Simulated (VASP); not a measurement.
# Zn5O: single point with PBE

Crystal: Zn5O.

```
CELL_PARAMETERS angstrom
0.00000 3.45932 3.45932
3.45932 0.00000 3.45932
3.45932 3.45932 0.00000
ATOMIC_POSITIONS crystal
Zn 0.37500 0.37500 0.87500
Zn 0.37500 0.87500 0.37500
Zn 0.87500 0.37500 0.37500
Zn 0.37500 0.37500 0.37500
Zn 0.75000 0.75000 0.75000
O 0.00000 0.00000 0.00000
```

The cell was built from a structure type or drawn by symmetry, and may not be a known phase.

- Program: VASP 6.6.1
- Task: single point
- Functional: PBE
- Potentials or basis: VASP PAW PBE potentials, release 64 (Zn, O)
- Cutoff: 520 eV
- k mesh: 4 × 4 × 4
- Occupations: gaussian, width 0.1 eV
- Spin: no spin polarisation

```json
{"Pressure": "7.2 GPa", "Band gap on the k mesh": "zero (bands 33 and 34 overlap by 0.62 eV)"}
```

Levels at points of the mesh, in eV from the Fermi level:
```tsv
k point	band 29	band 30	band 31	band 32	band 33	band 34	band 35	band 36	band 37	band 38
(0.00, 0.00, 0.00)	-2.49	-2.49	-2.44	0.04	0.04	0.04	1.35	2.35	2.35	2.35
(0.50, 0.00, 0.00)	-2.76	-2.76	-2.50	-0.68	-0.38	-0.38	2.25	2.25	3.08	6.02
(0.50, 0.50, 0.00)	-3.81	-3.81	-3.22	-0.68	0.24	0.24	0.69	6.14	6.84	6.84
```

Wall time 73 s on 1 thread of Intel Xeon 8259CL, on a shared host, peak memory 0.2 GiB.

Caveat: the k points lie up to 0.39 Å⁻¹ apart, too coarse for converged energies and pressures of a metal; semilocal functionals underestimate gaps, so a narrow gap can read as zero.
